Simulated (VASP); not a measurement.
Set up this calculation in VASP 6.6.1, as the native input.

```
Task                   : single point
Functional             : PBE
Potentials or basis    : VASP PAW PBE potentials, release 64 (Al, As)
Cutoff                 : 500 eV
k mesh                 : 8 × 8 × 8
Occupations            : gaussian, width 0.02 eV
Spin                   : no spin polarisation
Dipole correction      : no
Further INCAR settings : ALGO = Normal; EDIFF = 1e-06; NBANDS = 11
```

The structure of AlAs lies in POSCAR:

```
AlAs
1.0
    0.0000000000      2.8638562134      2.8638562134
    2.8638562134      0.0000000000      2.8638562134
    2.8638562134      2.8638562134      0.0000000000
Al As
1 1
Direct
    0.0000000000      0.0000000000      0.0000000000
    0.2500000000      0.2500000000      0.2500000000
```

One way to write it, as run:

INCAR

```
PREC = Accurate ; ENCUT = 500
EDIFF = 1E-6 ; ISMEAR = 0
SIGMA = 0.02 ; LREAL = False
LASPH = True ; NELM = 120
ALGO = Normal ; ISIF = 2
LWAVE = False ; LCHARG = False
GGA = PE ; NBANDS = 11
GGA_COMPAT = False
```

KPOINTS

```
Automatic mesh
0
Gamma
  8 8 8
```

Potentials or basis: VASP PAW PBE potentials, release 64 (Al, As).

Launch:

```bash
$ cat potpaw_PBE.64/Al/POTCAR potpaw_PBE.64/As/POTCAR > POTCAR
$ mpirun -np 1 vasp_std > vasp.out
```

Results of the run:

```yaml
Pressure: 0.2 GPa
Band_gap_on_the_k_mesh: 1.49 eV (least direct gap 1.78 eV)
```

Wall time 19 s on 1 thread of Intel Xeon 8259CL, with other jobs on the host, peak memory 0.17 GiB.
